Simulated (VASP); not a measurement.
# Li2S (Fm-3m) in VASP: further runs, part 2 of 2

VASP 6.6.1.

## 4. Relaxation of cell and atoms, PBEsol, target pressure 2 GPa, at which the enthalpy is minimised

This run uses another cell than the first one, of 15.07 Å³/atom.

INCAR reads:

```
  PREC = Accurate
  ENCUT = 750
  EDIFF = 1E-7
  ISMEAR = 0
  SIGMA = 0.01
  LREAL = F
  LASPH = T
  NELM = 120
  ALGO = Normal
  ISIF = 3
  LWAVE = F
  LCHARG = F
  GGA = PS
  IBRION = 2
  NSW = 100
  EDIFFG = -0.002
  PSTRESS = 20.0
  GGA_COMPAT = F
  NELMIN = 4
```

KPOINTS reads:

```
Automatic mesh
0
Gamma
  8 8 8
```

POSCAR reads:

```
Li2S
1.0
    0.0000000000      2.8273111174      2.8273111174
    2.8273111174      0.0000000000      2.8273111174
    2.8273111174      2.8273111174      0.0000000000
Li S
2 1
Direct
    0.2500000000      0.2500000000      0.2500000000
    0.7500000000      0.7500000000      0.7500000000
    0.0000000000      0.0000000000      0.0000000000
```

The run is started by

```
> cat potpaw_PBE.64/Li_sv/POTCAR potpaw_PBE.64/S/POTCAR > POTCAR
> mpirun -np 1 vasp_std > vasp.out
```

It took 66 s on 1 thread of AMD EPYC 7R13, shared host; peak memory 0.19 GiB.

Results (log left out):

* Free energy: -12.3656 eV
* Relaxed volume: 14.43 Å³/atom
* Relaxed cell: a = 3.942 Å, b = 3.942 Å, c = 3.942 Å, α = 60.00°, β = 60.00°, γ = 60.00°
* Space group after relaxing (to 0.1 Å): Fm-3m (No. 225)
* Energy change on relaxing (the run minimises the enthalpy): +3.8 meV/atom
* Ionic steps: 3
* Pressure after relaxing: 2.0 GPa
* Band gap on the k mesh: 3.17 eV (least direct gap 4.44 eV)

The path:
```tsv
step	energy change (eV)	largest force (eV/Å)	pressure (GPa)	volume (Å³)
1	0.0000	0.0000	-0.01	45.20
2	0.0046	0.0000	1.23	43.97
3	0.0113	0.0000	1.98	43.30
```

Final structure:
```yaml
crystal:
  lattice:
    - [0.00000, 2.78718, 2.78718]
    - [2.78718, 0.00000, 2.78718]
    - [2.78718, 2.78718, 0.00000]
  atoms:
    - { symbol: Li, position: [0.25000, 0.25000, 0.25000] }
    - { symbol: Li, position: [0.75000, 0.75000, 0.75000] }
    - { symbol: S, position: [0.00000, 0.00000, 0.00000] }
```

Levels at points of the mesh, in eV from the valence-band top:
| k point | band 3 | band 4 | band 5 | band 6 | band 7 | band 8 | band 9 | band 10 |
| --- | --- | --- | --- | --- | --- | --- | --- | --- |
| (0.00, 0.00, 0.00) | -11.20 | 0.00 | 0.00 | 0.00 | 4.44 | 6.17 | 6.17 | 6.17 |
| (0.50, 0.00, 0.00) | -10.71 | -3.15 | -0.56 | -0.56 | 6.31 | 6.50 | 6.50 | 8.56 |
| (0.50, 0.50, 0.00) | -10.57 | -2.34 | -1.58 | -1.58 | 3.17 | 7.20 | 11.45 | 11.45 |

Caveat: the cell is relaxed towards a set pressure, so the run minimises the enthalpy, not the energy; the PAW data sets were made with another functional, which shifts forces and pressure a little. A k mesh can miss the band edges.

## 5. Relaxation of cell and atoms, PBEsol, target pressure 4 GPa, at which the enthalpy is minimised

This run uses another cell than the first one, of 15.07 Å³/atom.

INCAR reads:

```
PREC = Accurate
ENCUT = 750
EDIFF = 1E-7
ISMEAR = 0
SIGMA = 0.01
LREAL = F
LASPH = T
NELM = 120
ALGO = Normal
ISIF = 3
LWAVE = F
LCHARG = F
GGA = PS
IBRION = 2
NSW = 100
EDIFFG = -0.002
PSTRESS = 40.0
GGA_COMPAT = F
NELMIN = 4
```

KPOINTS is that of step 4.

POSCAR is that of step 4.

Potentials or basis: VASP PAW PBE potentials, release 64 (Li_sv, S).

The run is started by

```
> cat potpaw_PBE.64/Li_sv/POTCAR potpaw_PBE.64/S/POTCAR > POTCAR
> mpirun -np 1 vasp_std > vasp.out
```

OUTCAR:

```text
PREC = Accurate
   ENCUT = 750
   EDIFF = 1E-7
   ISMEAR = 0
   LREAL = F
   LASPH = T
   NELM = 120
   ISIF = 3
   GGA = PS
   IBRION = 2
   NSW = 100
   EDIFFG = -0.002
   PSTRESS = 40.0
   NELMIN = 4

 ion  position               nearest neighbor table
   1  0.250  0.250  0.250-   3 2.45   3 2.45   3 2.45   3 2.45
   2  0.750  0.750  0.750-   3 2.45   3 2.45   3 2.45   3 2.45
   3  0.000  0.000  0.000-   2 2.45   2 2.45   2 2.45   1 2.45   1 2.45   1 2.45   2 2.45   1 2.45

  LATTYP: Found a face centered cubic cell.
 ALAT       =     5.6546222348

  Lattice vectors:

 A1 = (   0.0000000000,   2.8273111174,   2.8273111174)
 A2 = (   2.8273111174,   0.0000000000,   2.8273111174)
 A3 = (   2.8273111174,   2.8273111174,   0.0000000000)

[... 346 lines left out ...]
 cond. band min:       5.2172738421   @ k =   0.5000   0.5000   0.0000
 fundamental gap:      3.1322859136
 Fermi energy:         2.1334109003

 k-point     1 :       0.0000    0.0000    0.0000
  band No.  band energies     occupation
      1     -41.2413      2.00000
      2     -41.1732      2.00000
      3      -9.2286      2.00000
      4       2.0850      2.00000
      5       2.0850      2.00000
      6       2.0850      2.00000
      7       6.7265      0.00000
      8       8.2595      0.00000
      9       8.2595      0.00000
     10       8.2595      0.00000
[... 287 lines left out ...]
 k-point    24 :      -0.3750    0.2500    0.1250
  band No.  band energies     occupation
      1     -41.2054      2.00000
      2     -41.2053      2.00000
      3      -8.6209      2.00000
      4      -0.8714      2.00000
      5       0.6604      2.00000
      6       1.0181      2.00000
      7       7.9242      0.00000
      8       8.9514      0.00000
      9      10.7416      0.00000
     10      11.4345      0.00000

 [... further k-points ...]

------------------------ aborting loop because EDIFF is reached ----------------------------------------

  FORCE on cell =-STRESS in cart. coord.  units (eV):
  Direction    XX          YY          ZZ          XY          YZ          ZX
  --------------------------------------------------------------------------------------
  -------------------------------------------------------------------------------------
  Total        1.0427457      1.0427457      1.0427457      0.0000000      0.0000000      0.0000000
  in kB       40.0468074     40.0468074     40.0468074      0.0000000      0.0000000      0.0000000
  external PRESSURE =       0.0468074 kB  Pullay stress =      40.0000000 kB
[... 22 lines left out ...]
  energy  without entropy=      -12.3362684852  energy(sigma->0) =      -12.33626849

  enthalpy is  TOTEN    =       -11.2947415930 eV   P V=        1.0415268922

 reached required accuracy - stopping structural energy minimisation
```

CONTCAR:

```text
Li2S
   1.00000000000000
     0.0000000000000000    2.7527304974768327    2.7527304974768327
     2.7527304974768327    0.0000000000000000    2.7527304974768327
     2.7527304974768327    2.7527304974768327   -0.0000000000000000
  Li              S
     2     1
Direct
     0.2500000000000000    0.2500000000000000    0.2500000000000000
     0.7500000000000000    0.7500000000000000    0.7500000000000000
     0.0000000000000000    0.0000000000000000    0.0000000000000000

  0.00000000E+00  0.00000000E+00  0.00000000E+00
  0.00000000E+00  0.00000000E+00  0.00000000E+00
  0.00000000E+00  0.00000000E+00  0.00000000E+00
```

Wall time 96 s (1 thread of AMD EPYC 7R13, shared host); peak memory 0.18 GiB.

What came out:

```
Free energy                                                : -12.3363 eV
Relaxed volume                                             : 13.91 Å³/atom
Relaxed cell                                               : a = 3.893 Å, b = 3.893 Å, c = 3.893 Å, α = 60.00°, β = 60.00°, γ = 60.00°
Space group after relaxing (to 0.1 Å)                      : Fm-3m (No. 225)
Energy change on relaxing (the run minimises the enthalpy) : +13.5 meV/atom
Ionic steps                                                : 5
Pressure after relaxing                                    : 4.0 GPa
Band gap on the k mesh                                     : 3.13 eV (least direct gap 4.64 eV)
```

The path:
| step | energy change (eV) | largest force (eV/Å) | pressure (GPa) | volume (Å³) |
| --- | --- | --- | --- | --- |
| 1 | 0.0000 | 0.0000 | -0.01 | 45.20 |
| 2 | 0.0188 | 0.0000 | 2.61 | 42.78 |
| 3 | 0.0394 | 0.0000 | 3.93 | 41.77 |
| 4 | 0.0411 | 0.0000 | 4.03 | 41.70 |
| 5 | 0.0406 | 0.0000 | 4.00 | 41.72 |

Final structure:
```
Li S
1.0
     0.00000    2.75273    2.75273
     2.75273    0.00000    2.75273
     2.75273    2.75273    0.00000
Li S
2 1
Direct
  0.25000 0.25000 0.25000
  0.75000 0.75000 0.75000
  0.00000 0.00000 0.00000
```

Levels at points of the mesh, in eV from the valence-band top:
| k point | band 2 | band 3 | band 4 | band 5 | band 6 | band 7 | band 8 | band 9 | band 10 |
| --- | --- | --- | --- | --- | --- | --- | --- | --- | --- |
| (0.00, 0.00, 0.00) | -43.26 | -11.31 | 0.00 | 0.00 | 0.00 | 4.64 | 6.17 | 6.17 | 6.17 |
| (0.50, 0.00, 0.00) | -43.29 | -10.79 | -3.28 | -0.59 | -0.59 | 6.49 | 6.51 | 6.51 | 8.74 |
| (0.50, 0.50, 0.00) | -43.28 | -10.64 | -2.42 | -1.66 | -1.66 | 3.13 | 7.30 | 11.73 | 11.73 |

Caveat: the cell is relaxed towards a set pressure, so the run minimises the enthalpy, not the energy; the PAW data sets were made with another functional, which shifts forces and pressure a little. A k mesh can miss the band edges.

## 6. Summary

```csv
task,cell,gap on the mesh (eV),pressure (GPa)
single point,"a = 3.968 Å, angles 60.0°, 3 atoms",3.19,1.0
relaxation of cell and atoms,"relaxed to 1 GPa from a = 3.998 Å, angles 60.0°, 3 atoms",3.19,1.0
relaxation of cell and atoms,"relaxed to 2 GPa from a = 3.998 Å, angles 60.0°, 3 atoms",3.17,2.0
relaxation of cell and atoms,"relaxed to 4 GPa from a = 3.998 Å, angles 60.0°, 3 atoms",3.13,4.0
```

Alike in all rows: level PBEsol; potentials or basis VASP PAW PBE potentials, release 64 (Li_sv, S); no spin polarisation; k mesh 8 × 8 × 8; cutoff (eV) 750; smearing gaussian 0.01 eV.

Caveats: the PAW data sets were made with another functional, which shifts forces and pressure a little; the cell is relaxed towards a set pressure, so the run minimises the enthalpy, not the energy (at least some runs).

Absolute energies hang on the potentials; compare differences alone.
